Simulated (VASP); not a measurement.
# Be2ZnSe3 (Cmmm) in VASP: notebook

Runs on Be2ZnSe3. Level: PBE. Tasks: single point.

Everything below comes from runs of VASP 6.6.1. Logs are shortened: lines on timing, memory, paths and dates and some standing lists are left out, and cuts for length are marked.

## (1) The cell of the first run

The structure is orthorhombic, space group Cmmm (No. 65). The conventional cell has a = 5.594 Å, b = 9.395 Å, c = 4.340 Å, α = 90.00°, β = 90.00°, γ = 90.00°. Within 3.6 Å of Be (site symmetry 2/m) lie 6 Se at 2.71 to 2.73 Å and 2 Be at 2.80 Å and 4 Zn at 3.49 Å. Zn (site symmetry mmm) has 10 Se at 3.18 to 3.54 Å and 8 Be at 3.49 Å and 2 Zn at 4.34 Å within 4.4 Å. Se (site symmetry m2m) has 5 Se at 2.65 to 3.26 Å and 4 Be at 2.71 Å and 3 Zn at 3.18 Å within 3.5 Å. Se (site symmetry mmm) has 4 Se at 2.65 Å and 4 Be at 2.73 Å and 4 Zn at 3.54 Å within 3.6 Å.

The cell was built from a structure type or drawn by symmetry, and may not be a known phase.

## (2) Single point, PBE

INCAR

```
SYSTEM = Be2ZnSe3
ALGO = Normal
EDIFF = 1E-7
ENCUT = 520
GGA = PE
ISIF = 2
ISMEAR = 0
LASPH = .True.
LCHARG = .False.
LREAL = .False.
LWAVE = .False.
NBANDS = 26
NELM = 100
PREC = Accurate
SIGMA = 0.1
```

KPOINTS

```
k-points
0
Gamma
  4 4 4
  0 0 0
```

POSCAR

```
Be2ZnSe3
1.0
    2.7971782500     -4.6976039500      0.0000000000
    2.7971782500      4.6976039500      0.0000000000
    0.0000000000      0.0000000000      4.3402941000
Be Zn Se
2 1 3
Direct
    0.5000000000      0.0000000000      0.5000000000
    0.0000000000      0.5000000000      0.5000000000
    0.0000000000      0.0000000000      0.0000000000
    0.6610916900      0.3389083100      0.0000000000
    0.3389083100      0.6610916900      0.0000000000
    0.5000000000      0.5000000000      0.5000000000
```

Potentials or basis: VASP PAW PBE potentials, release 64 (Be, Zn, Se).

Run with:

```
$ cat potpaw_PBE.64/Be/POTCAR potpaw_PBE.64/Zn/POTCAR potpaw_PBE.64/Se/POTCAR > POTCAR
$ mpirun -np 1 vasp_std > vasp.out
```

OUTCAR:

```text
SYSTEM = Be2ZnSe3
   EDIFF = 1E-7
   ENCUT = 520
   GGA = PE
   ISIF = 2
   ISMEAR = 0
   LASPH = .True.
   LREAL = .False.
   NELM = 100
   PREC = Accurate

 ion  position               nearest neighbor table
   1  0.500  0.000  0.500-
   2  0.000  0.500  0.500-
   3  0.000  0.000  0.000-
   4  0.661  0.339  0.000-   6 2.65   6 2.65
   5  0.339  0.661  0.000-   6 2.65   6 2.65
   6  0.500  0.500  0.500-   4 2.65   5 2.65   4 2.65   5 2.65

  LATTYP: Found a base centered orthorhombic cell.
 ALAT       =     5.5943565000
 B/A-ratio  =     1.6794081500
 C/A-ratio  =     0.7758343788

  Lattice vectors:

 A1 = (   2.7971782500,  -4.6976039500,   0.0000000000)
 A2 = (   2.7971782500,   4.6976039500,   0.0000000000)
 A3 = (   0.0000000000,   0.0000000000,   4.3402941000)

Analysis of symmetry for initial positions (statically):
=====================================================================
 Subroutine PRICEL returns:
 Original cell was already a primitive cell.

 Routine SETGRP: Setting up the symmetry group for a
 base centered orthorhombic supercell.

 Subroutine GETGRP returns: Found  8 space group operations
 (whereof  8 operations were pure point group operations)
 out of a pool of  8 trial point group operations.

The static configuration has the point symmetry D_2h.

Analysis of symmetry for dynamics (positions and initial velocities):
=====================================================================
 Subroutine PRICEL returns:
 Original cell was already a primitive cell.

 Routine SETGRP: Setting up the symmetry group for a
 base centered orthorhombic supercell.

 Subroutine GETGRP returns: Found  8 space group operations
 (whereof  8 operations were pure point group operations)
 out of a pool of  8 trial point group operations.

The dynamic configuration has the point symmetry D_2h.

 Subroutine INISYM returns: Found  8 space group operations
 (whereof  8 operations are pure point group operations),
 and found     1 'primitive' translations

----------------------------------------------------------------------------------------

                                     Primitive cell

  volume of cell :     114.0632

  direct lattice vectors                    reciprocal lattice vectors
     2.797178250 -4.697603950  0.000000000     0.178751569 -0.106437240  0.000000000
     2.797178250  4.697603950  0.000000000     0.178751569  0.106437240  0.000000000
     0.000000000  0.000000000  4.340294100     0.000000000  0.000000000  0.230399134

  length of vectors
     5.467329241  5.467329241  4.340294100     0.208040884  0.208040884  0.230399134

  position of ions in fractional coordinates (direct lattice)
     0.500000000  0.000000000  0.500000000
     0.000000000  0.500000000  0.500000000
     0.000000000  0.000000000  0.000000000
     0.661091690  0.338908310  0.000000000
     0.338908310  0.661091690  0.000000000
     0.500000000  0.500000000  0.500000000

  ion indices of the primitive-cell ions
   primitive index   ion index
                 1           1
                 2           2
                 3           3
                 4           4
                 5           5
                 6           6

----------------------------------------------------------------------------------------

 KPOINTS: k-points

Automatic generation of k-mesh.
 Grid dimensions read from file:
 generate k-points for:    4    4    4

 Generating k-lattice:

  Cartesian coordinates                     Fractional coordinates (reciprocal lattice)
     0.044687892 -0.026609310  0.000000000     0.250000000  0.000000000  0.000000000
     0.044687892  0.026609310  0.000000000     0.000000000  0.250000000  0.000000000
     0.000000000  0.000000000  0.057599783     0.000000000  0.000000000  0.250000000

  Length of vectors
     0.052010221  0.052010221  0.057599783

  Shift w.r.t. Gamma in fractional coordinates (k-lattice)
     0.000000000  0.000000000  0.000000000

 Subroutine IBZKPT returns following result:
 ===========================================

 Found     21 irreducible k-points:

 Following reciprocal coordinates:
            Coordinates               Weight
  0.000000  0.000000  0.000000      1.000000
  0.250000 -0.000000  0.000000      4.000000
  0.500000 -0.000000  0.000000      2.000000
  0.250000  0.250000  0.000000      2.000000
  0.500000  0.250000  0.000000      4.000000
 -0.250000  0.250000  0.000000      2.000000
[... 13 lines left out ...]
 -0.250000  0.250000  0.500000      2.000000
  0.500000  0.500000  0.500000      1.000000
   k-points           NKPTS =     21   k-points in BZ     NKDIM =     21   number of bands    NBANDS=     26
   number of dos      NEDOS =    301   number of ions     NIONS =      6
   total plane-waves  NPLWV =  56448
   dimension x,y,z NGX =    42 NGY =   42 NGZ =   32
   dimension x,y,z NGXF=    84 NGYF=   84 NGZF=   64
   ions per type =               2   1   3
   NGX,Y,Z   is equivalent  to a cutoff of  12.77, 12.77, 12.26 a.u.
   NGXF,Y,Z  is equivalent  to a cutoff of  25.54, 25.54, 24.51 a.u.
 SYSTEM =  Be2ZnSe3
   PREC   = accura    normal or accurate (medium, high low for compatibility)
   ISTART =      0    job   : 0-new  1-cont  2-samecut
   ICHARG =      2    charge: 1-file 2-atom 10-const
   ISPIN  =      1    spin polarized calculation?
   LNONCOLLINEAR =      F non collinear calculations
   LSORBIT =      F    spin-orbit coupling
   LASPH  =      T    aspherical Exc in radial PAW
   ENCUT  =  520.0 eV  38.22 Ry    6.18 a.u.  10.17 10.17  8.07*2*pi/ulx,y,z
   NELM   =    100;   NELMIN=  2; NELMDL= -5     # of ELM steps
   EDIFF  = 0.1E-06   stopping-criterion for ELM
   LREAL  =      F    real-space projection
   EDIFFG = 0.1E-05   stopping-criterion for IOM
   NSW    =      0    number of steps for IOM
   IBRION =     -1    ionic relax: 0-MD 1-quasi-New 2-CG
   NFREE  =      0    steps in history (QN), initial steepest desc. (CG)
   ISIF   =      2    stress and relaxation
   ISYM   =      2    0-nonsym 1-usesym 2-fastsym
   POTIM  = 0.5000    time-step for ionic-motion
   TEBEG  =    0.0;   TEEND  =   0.0 temperature during run
   PSTRESS=    0.0 pullay stress
   NELECT =      34.0000    total number of electrons
   NUPDOWN=      -1.0000    fix difference up-down
   EMIN   =  10.00;   EMAX   =-10.00  energy-range for DOS
   EFERMI =   0.00;   METHOD = LEGACY
   ISMEAR =     0;   SIGMA  =   0.10  broadening in eV -4-tet -1-fermi 0-gaus
   EFERMI_NEDOS =   21; number of points for ismear=-14 and -15
   IALGO  =     38    algorithm
   IMIX   =      4    mixing-type and parameters
     AMIX     =   0.40;   BMIX     =  1.00
     AMIX_MAG =   1.60;   BMIX_MAG =  1.00
  volume/ion in A,a.u.               =      19.01       128.29
  Fermi-wavevector in a.u.,A,eV,Ry     =   1.093585  2.066576 16.271592  1.195928
  Thomas-Fermi vector in A             =   2.229873
   LORBIT       =      0    0 simple, 1 ext, 2 COOP (PROOUT), +10 PAW based schemes
   GGA     = PE    functional components
   LHFCALC =     F    Hartree Fock is set to
   AEXX    =    0.0000 exact exchange contribution
   IVDW    =     0    specifies the selected vdW correction
   LEPSILON=     F    determine dielectric tensor
   LRPA    =     F    only Hartree local field effects (RPA)
 non-spin polarized calculation
 Gauss-broadening in eV      SIGMA  =   0.10
  energy-cutoff  :      520.00
  volume of cell :      114.06
 maximum number of plane-waves:      3096
 NGX is ok and might be reduce to    42
   NGX = 21   NGY = 21   NGZ = 17

 number of electron      33.9999991 magnetization

 Free energy of the ion-electron system (eV)
  ---------------------------------------------------
  ext. energy  EPLUGINS =         0.00000000
  ---------------------------------------------------
  free energy    TOTEN  =       -14.78918605 eV

  energy without entropy =      -14.76908980  energy(sigma->0) =      -14.77913793

 E-fermi :   3.9909     XC(G=0):  -9.7362

 val. band max:        3.9801201873   @ k =   0.2500  -0.0000   0.0000
 cond. band min:       4.0083298028   @ k =   0.5000  -0.0000   0.0000
 fundamental gap:      0.0282096154
 Fermi energy:         3.9909019408

 k-point     1 :       0.0000    0.0000    0.0000
  band No.  band energies     occupation
      1     -11.9866      2.00000
      2      -8.8700      2.00000
      3      -7.6464      2.00000
      4      -2.5079      2.00000
      5      -2.4395      2.00000
      6      -2.4103      2.00000
[... 18 lines left out ...]
     25       9.2759      0.00000
     26      10.2706      0.00000

 k-point     2 :       0.2500   -0.0000    0.0000
  band No.  band energies     occupation
      1     -11.8893      2.00000
      2      -9.1844      2.00000
      3      -7.4767      2.00000
      4      -2.5124      2.00000
      5      -2.3671      2.00000
      6      -2.3035      2.00000
[... 18 lines left out ...]
     25       8.4229      0.00000
     26       9.9197      0.00000

 k-point     3 :       0.5000   -0.0000    0.0000
  band No.  band energies     occupation
      1     -11.7779      2.00000
      2      -9.4624      2.00000
      3      -7.3548      2.00000
      4      -2.5088      2.00000
      5      -2.4998      2.00000
      6      -2.2972      2.00000
[... 18 lines left out ...]
     25       9.2283      0.00000
     26       9.2831      0.00000

 k-point     4 :       0.2500    0.2500    0.0000
  band No.  band energies     occupation
      1     -11.7792      2.00000
      2      -9.4523      2.00000
      3      -7.3726      2.00000
      4      -2.6145      2.00000
      5      -2.4976      2.00000
      6      -2.2942      2.00000
[... 18 lines left out ...]
     25       8.3503      0.00000
     26       9.7843      0.00000
[... 409 lines left out ...]
      1     -10.1419      2.00000
      2      -9.9892      2.00000
      3      -9.2435      2.00000
      4      -3.7694      2.00000
      5      -2.4171      2.00000
      6      -2.2923      2.00000
[... 18 lines left out ...]
     25       9.3015      0.00000
     26       9.5590      0.00000

 k-point    20 :      -0.2500    0.2500    0.5000
  band No.  band energies     occupation
      1     -10.2802      2.00000
      2     -10.1630      2.00000
      3      -8.8546      2.00000
      4      -3.5904      2.00000
      5      -2.3473      2.00000
      6      -2.3389      2.00000
[... 18 lines left out ...]
     25       8.8409      0.00000
     26       9.0026      0.00000

 k-point    21 :       0.5000    0.5000    0.5000
  band No.  band energies     occupation
      1     -10.1315      2.00000
      2      -9.7127      2.00000
      3      -9.5709      2.00000
      4      -3.9884      2.00000
      5      -2.3296      2.00000
      6      -2.3100      2.00000
[... 18 lines left out ...]
     25       8.1805      0.00000
     26       9.9719      0.00000

------------------------ aborting loop because EDIFF is reached ----------------------------------------

  FORCE on cell =-STRESS in cart. coord.  units (eV):
  Direction    XX          YY          ZZ          XY          YZ          ZX
  --------------------------------------------------------------------------------------
  -------------------------------------------------------------------------------------
  Total       -1.4454665      3.8107220     -2.4280337      0.0000000      0.0000000      0.0000000
  in kB      -20.3035942     53.5269074    -34.1051208      0.0000000      0.0000000      0.0000000
  external PRESSURE =      -0.2939359 kB  Pullay stress =       0.0000000 kB

 VOLUME and BASIS-vectors are now :
 -----------------------------------------------------------------------------
  energy-cutoff  :      520.00
  volume of cell :      114.06
      direct lattice vectors                 reciprocal lattice vectors
     2.797178250 -4.697603950  0.000000000     0.178751569 -0.106437240  0.000000000
     2.797178250  4.697603950  0.000000000     0.178751569  0.106437240  0.000000000
     0.000000000  0.000000000  4.340294100     0.000000000  0.000000000  0.230399134

 POSITION                                       TOTAL-FORCE (eV/Angst)
 -----------------------------------------------------------------------------------
      1.39859     -2.34880      2.17015         0.000000      0.000000      0.000000
      1.39859      2.34880      2.17015         0.000000     -0.000000      0.000000
      0.00000      0.00000      0.00000         0.000000     -0.000000      0.000000
      2.79718     -1.51349      0.00000         0.000000     -1.362901      0.000000
      2.79718      1.51349      0.00000         0.000000      1.362901     -0.000000
      2.79718      0.00000      2.17015        -0.000000      0.000000      0.000000
 -----------------------------------------------------------------------------------
    total drift:                               -0.000000     -0.000000     -0.000000

  FREE ENERGIE OF THE ION-ELECTRON SYSTEM (eV)
  ---------------------------------------------------
  free  energy   TOTEN  =       -14.7891860548 eV

  energy  without entropy=      -14.7690898044  energy(sigma->0) =      -14.77913793
```

It took 1.8 min on 1 thread of Intel Xeon Platinum 8259CL at 2.50GHz (Skylake/Cascade Lake), shared host; peak memory 0.25 GiB.

What came out:

```
Free energy            : -14.7892 eV
Pressure               : 0.0 GPa
Largest force          : 1.363 eV/Å
Band gap on the k mesh : zero (bands 17 and 18 overlap by 0.79 eV)
```

Forces in eV/Å, atoms in the order of the input:
```
Be   0.000  0.000  0.000
Be   0.000  0.000  0.000
Zn   0.000  0.000  0.000
Se   0.000 -1.363  0.000
Se   0.000  1.363  0.000
Se   0.000  0.000  0.000
```

Levels at points of the mesh, in eV from the Fermi level:
```csv
k point,band 14,band 15,band 16,band 17,band 18,band 19,band 20,band 21
"(0.00, 0.00, 0.00)",-2.68,-2.38,-2.29,-0.32,0.14,0.35,2.39,2.57
"(0.50, 0.00, 0.00)",-2.23,-1.92,-0.79,0.02,0.18,0.41,1.56,2.63
"(0.50, 0.50, 0.00)",-2.80,-1.59,-1.35,-1.23,1.36,1.59,2.19,3.13
"(0.00, 0.00, 0.50)",-2.41,-1.82,-1.61,-0.45,-0.41,0.75,1.46,3.47
"(0.50, 0.00, 0.50)",-2.31,-0.51,0.06,0.22,0.61,1.53,2.95,3.36
"(0.50, 0.50, 0.50)",-1.91,-1.07,-0.51,-0.29,0.06,2.17,2.22,2.32
```

Caveat: the k points lie up to 0.36 Å⁻¹ apart, too coarse for converged energies and pressures of a metal; semilocal functionals underestimate gaps, so a narrow gap can read as zero; forces of over 1 eV/Å act on the atoms, so gaps and moduli don't describe the material at rest.

[end of part 1 of 2]
